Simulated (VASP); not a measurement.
# Li (Fm-3m) in VASP: further runs, part 3 of 3

VASP 6.6.1. Earlier steps stand in the parts before.

## 4. Single point, PBEsol

This run uses another cell than the first one, of 10.10 Å³/atom.

Contents of INCAR:

```
SYSTEM = Li
PREC = Accurate
ENCUT = 520
EDIFF = 1E-6
ISMEAR = -1
SIGMA = 0.05
LREAL = .FALSE.
LASPH = .TRUE.
NELM = 100
ALGO = Normal
ISIF = 2
LWAVE = .FALSE.
LCHARG = .FALSE.
GGA = PS
NBANDS = 8
```

Contents of KPOINTS:

```
regular mesh
0
G
  10 10 10
  0 0 0
```

Contents of POSCAR:

```
Li
1.0
    0.0000000000      1.7153848479      1.7153848479
    1.7153848479      0.0000000000      1.7153848479
    1.7153848479      1.7153848479      0.0000000000
Li
1
Direct
    0.0000000000      0.0000000000      0.0000000000
```

Potentials or basis: VASP PAW PBE potentials, release 64 (Li_sv).

Started as:

```
> cat potpaw_PBE.64/Li_sv/POTCAR > POTCAR
> mpirun -np 1 vasp_std > vasp.out
```

OUTCAR:

```text
SYSTEM = Li
   PREC = Accurate
   ENCUT = 520
   EDIFF = 1E-6
   ISMEAR = -1
   LREAL = .FALSE.
   LASPH = .TRUE.
   NELM = 100
   ISIF = 2
   GGA = PS

 ion  position               nearest neighbor table
   1  0.000  0.000  0.000-

  LATTYP: Found a face centered cubic cell.
 ALAT       =     3.4307696958

  Lattice vectors:

 A1 = (   0.0000000000,   1.7153848479,   1.7153848479)
 A2 = (   1.7153848479,   0.0000000000,   1.7153848479)
 A3 = (   1.7153848479,   1.7153848479,   0.0000000000)

Analysis of symmetry for initial positions (statically):
=====================================================================
 Subroutine PRICEL returns:
 Original cell was already a primitive cell.

 Routine SETGRP: Setting up the symmetry group for a
 face centered cubic supercell.

 Subroutine GETGRP returns: Found 48 space group operations
 (whereof 48 operations were pure point group operations)
 out of a pool of 48 trial point group operations.

The static configuration has the point symmetry O_h .

Analysis of symmetry for dynamics (positions and initial velocities):
=====================================================================
 Subroutine PRICEL returns:
 Original cell was already a primitive cell.

 Routine SETGRP: Setting up the symmetry group for a
 face centered cubic supercell.

 Subroutine GETGRP returns: Found 48 space group operations
 (whereof 48 operations were pure point group operations)
 out of a pool of 48 trial point group operations.

The dynamic configuration has the point symmetry O_h .

 Subroutine INISYM returns: Found 48 space group operations
 (whereof 48 operations are pure point group operations),
 and found     1 'primitive' translations

----------------------------------------------------------------------------------------

                                     Primitive cell

  volume of cell :      10.0952

  direct lattice vectors                    reciprocal lattice vectors
     0.000000000  1.715384848  1.715384848    -0.291479781  0.291479781  0.291479781
     1.715384848  0.000000000  1.715384848     0.291479781 -0.291479781  0.291479781
     1.715384848  1.715384848  0.000000000     0.291479781  0.291479781 -0.291479781

  length of vectors
     2.425920517  2.425920517  2.425920517     0.504857790  0.504857790  0.504857790

  position of ions in fractional coordinates (direct lattice)
     0.000000000  0.000000000  0.000000000

  ion indices of the primitive-cell ions
   primitive index   ion index
                 1           1

----------------------------------------------------------------------------------------

 KPOINTS: regular mesh

Automatic generation of k-mesh.
 Grid dimensions read from file:
 generate k-points for:   10   10   10

 Generating k-lattice:

  Cartesian coordinates                     Fractional coordinates (reciprocal lattice)
    -0.029147978  0.029147978  0.029147978     0.100000000  0.000000000  0.000000000
     0.029147978 -0.029147978  0.029147978     0.000000000  0.100000000  0.000000000
     0.029147978  0.029147978 -0.029147978     0.000000000  0.000000000  0.100000000

  Length of vectors
     0.050485779  0.050485779  0.050485779

  Shift w.r.t. Gamma in fractional coordinates (k-lattice)
     0.000000000  0.000000000  0.000000000

 Subroutine IBZKPT returns following result:
 ===========================================

 Found     47 irreducible k-points:

 Following reciprocal coordinates:
            Coordinates               Weight
  0.000000  0.000000  0.000000      1.000000
  0.100000  0.000000  0.000000      8.000000
  0.200000  0.000000  0.000000      8.000000
  0.300000  0.000000  0.000000      8.000000
  0.400000  0.000000  0.000000      8.000000
  0.500000  0.000000  0.000000      4.000000
[... 16 lines left out ...]
  0.300000  0.300000  0.000000      6.000000
  0.400000  0.300000  0.000000     24.000000
 [... further k-points ...]
   k-points           NKPTS =     47   k-points in BZ     NKDIM =     47   number of bands    NBANDS=      8
   number of dos      NEDOS =    301   number of ions     NIONS =      1
   total plane-waves  NPLWV =   5832
   dimension x,y,z NGX =    18 NGY =   18 NGZ =   18
   dimension x,y,z NGXF=    36 NGYF=   36 NGZF=   36
   ions per type =               1
   NGX,Y,Z   is equivalent  to a cutoff of  12.34, 12.34, 12.34 a.u.
   NGXF,Y,Z  is equivalent  to a cutoff of  24.67, 24.67, 24.67 a.u.
 SYSTEM =  Li
   PREC   = accura    normal or accurate (medium, high low for compatibility)
   ISTART =      0    job   : 0-new  1-cont  2-samecut
   ICHARG =      2    charge: 1-file 2-atom 10-const
   ISPIN  =      1    spin polarized calculation?
   LNONCOLLINEAR =      F non collinear calculations
   LSORBIT =      F    spin-orbit coupling
   LASPH  =      T    aspherical Exc in radial PAW
   ENCUT  =  520.0 eV  38.22 Ry    6.18 a.u.   4.51  4.51  4.51*2*pi/ulx,y,z
   NELM   =    100;   NELMIN=  2; NELMDL= -5     # of ELM steps
   EDIFF  = 0.1E-05   stopping-criterion for ELM
   LREAL  =      F    real-space projection
   EDIFFG = 0.1E-04   stopping-criterion for IOM
   NSW    =      0    number of steps for IOM
   IBRION =     -1    ionic relax: 0-MD 1-quasi-New 2-CG
   NFREE  =      0    steps in history (QN), initial steepest desc. (CG)
   ISIF   =      2    stress and relaxation
   ISYM   =      2    0-nonsym 1-usesym 2-fastsym
   POTIM  = 0.5000    time-step for ionic-motion
   TEBEG  =    0.0;   TEEND  =   0.0 temperature during run
   PSTRESS=    0.0 pullay stress
   NELECT =       3.0000    total number of electrons
   NUPDOWN=      -1.0000    fix difference up-down
   EMIN   =  10.00;   EMAX   =-10.00  energy-range for DOS
   EFERMI =   0.00;   METHOD = LEGACY
   ISMEAR =    -1;   SIGMA  =   0.05  broadening in eV -4-tet -1-fermi 0-gaus
   EFERMI_NEDOS =   21; number of points for ismear=-14 and -15
   IALGO  =     38    algorithm
   IMIX   =      4    mixing-type and parameters
     AMIX     =   0.40;   BMIX     =  1.00
     AMIX_MAG =   1.60;   BMIX_MAG =  1.00
  volume/ion in A,a.u.               =      10.10        68.13
  Fermi-wavevector in a.u.,A,eV,Ry     =   1.092472  2.064473 16.238489  1.193495
  Thomas-Fermi vector in A             =   2.228738
   LORBIT       =      0    0 simple, 1 ext, 2 COOP (PROOUT), +10 PAW based schemes
   GGA     = PS    functional components
   LHFCALC =     F    Hartree Fock is set to
   AEXX    =    0.0000 exact exchange contribution
   IVDW    =     0    specifies the selected vdW correction
   LEPSILON=     F    determine dielectric tensor
   LRPA    =     F    only Hartree local field effects (RPA)
 non-spin polarized calculation
  energy-cutoff  :      520.00
  volume of cell :       10.10
 maximum number of plane-waves:       286
 NGX is ok and might be reduce to    18
   NGX =  9   NGY =  9   NGZ =  9

 number of electron       2.9999992 magnetization

 Free energy of the ion-electron system (eV)
  ---------------------------------------------------
  ext. energy  EPLUGINS =         0.00000000
  ---------------------------------------------------
  free energy    TOTEN  =        -1.39915994 eV

  energy without entropy =       -1.39612679  energy(sigma->0) =       -1.39764337

 E-fermi :   3.0653     XC(G=0):  -8.9630

 val. band max:        3.0251477096   @ k =   0.5000   0.1000   0.0000
 cond. band min:       3.4149274709   @ k =   0.5000   0.3000   0.1000
 fundamental gap:      0.3897797614
 Fermi energy:         3.0653128028

 k-point     1 :       0.0000    0.0000    0.0000
  band No.  band energies     occupation
      1     -41.8615      2.00000
      2      -0.8083      2.00000
      3      26.2677      0.00000
      4      26.2677      0.00000
      5      26.2678      0.00000
      6      31.7921      0.00000
      7      31.7921      0.00000
      8      31.7921      0.00000
[... 243 lines left out ...]
 k-point    24 :       0.4000    0.3000    0.0000
  band No.  band energies     occupation
      1     -41.6197      2.00000
      2       2.8511      1.97279
      3      14.6959      0.00000
      4      17.1955      0.00000
      5      17.8782      0.00000
      6      23.2932      0.00000
      7      29.8473      0.00000
      8      43.0973      0.00000

 [... further k-points ...]

------------------------ aborting loop because EDIFF is reached ----------------------------------------

  FORCE on cell =-STRESS in cart. coord.  units (eV):
  Direction    XX          YY          ZZ          XY          YZ          ZX
  --------------------------------------------------------------------------------------
  -------------------------------------------------------------------------------------
  Total        1.8780423      1.8780423      1.8780423     -0.0000000     -0.0000000      0.0000000
  in kB      298.0583232    298.0583232    298.0583232     -0.0000000     -0.0000000      0.0000000
  external PRESSURE =     298.0583232 kB  Pullay stress =       0.0000000 kB

 VOLUME and BASIS-vectors are now :
 -----------------------------------------------------------------------------
  energy-cutoff  :      520.00
  volume of cell :       10.10
      direct lattice vectors                 reciprocal lattice vectors
     0.000000000  1.715384848  1.715384848    -0.291479781  0.291479781  0.291479781
     1.715384848  0.000000000  1.715384848     0.291479781 -0.291479781  0.291479781
     1.715384848  1.715384848  0.000000000     0.291479781  0.291479781 -0.291479781

 POSITION                                       TOTAL-FORCE (eV/Angst)
 -----------------------------------------------------------------------------------
      0.00000      0.00000      0.00000         0.000000     -0.000000      0.000000
 -----------------------------------------------------------------------------------
    total drift:                                0.000000     -0.000000      0.000000

  FREE ENERGIE OF THE ION-ELECTRON SYSTEM (eV)
  ---------------------------------------------------
  free  energy   TOTEN  =        -1.3991599404 eV

  energy  without entropy=       -1.3961267897  energy(sigma->0) =       -1.39764337
```

Wall time 2.5 s (1 thread of Intel Xeon Platinum 8375C at 2.90GHz (Ice Lake), shared host); peak memory 0.11 GiB.

What came out:

```
Free energy            : -1.3992 eV
Band gap on the k mesh : zero (an odd number of electrons rules out a gap without spin polarisation)
```

Levels at points of the mesh, in eV from the Fermi level:
| k point | band 1 | band 2 | band 3 | band 4 | band 5 | band 6 | band 7 |
| --- | --- | --- | --- | --- | --- | --- | --- |
| (0.00, 0.00, 0.00) | -44.93 | -3.87 | 23.20 | 23.20 | 23.20 | 28.73 | 28.73 |
| (0.50, 0.00, 0.00) | -44.70 | -0.27 | 6.40 | 20.42 | 20.42 | 26.00 | 26.00 |
| (0.50, 0.50, 0.00) | -44.63 | 2.29 | 8.11 | 13.49 | 13.49 | 16.53 | 28.10 |

Caveat: the cutoff is under 1.25 times the usual one of these potentials, so pressure, stress and relaxed cells hold a basis-set (Pulay) error; the PAW data sets were made with another functional, which shifts forces and pressure a little.

## 5. Overview

| level | cell | k mesh | cutoff (eV) | smearing | grid for exact exchange (PRECFOCK) | share of exact exchange | screening parameter | gap on the mesh (eV) |
| --- | --- | --- | --- | --- | --- | --- | --- | --- |
| PBE-based screened hybrid with 25 % exact exchange | a = 3.114 Å, angles 60.0°, 1 atom | 7 × 7 × 7 | 650 | gaussian 0.1 eV | Normal | 0.25 | 0.3 1/Å | none |
| PBEsol | a = 2.528 Å, angles 60.0°, 1 atom | 10 × 10 × 10 | 520 | fermi-dirac 0.05 eV | - | - | - | none |
| PBEsol | a = 2.426 Å, angles 60.0°, 1 atom | 10 × 10 × 10 | 520 | fermi-dirac 0.05 eV | - | - | - | none |

Alike in all rows: task single point; potentials or basis VASP PAW PBE potentials, release 64 (Li_sv); no spin polarisation.

Caveats: the PAW data sets were made with another functional, which shifts forces and pressure a little; the cutoff is under 1.25 times the usual one of these potentials, so pressure, stress and relaxed cells hold a basis-set (Pulay) error (at least some runs).

Absolute energies hang on the potentials; compare differences alone.
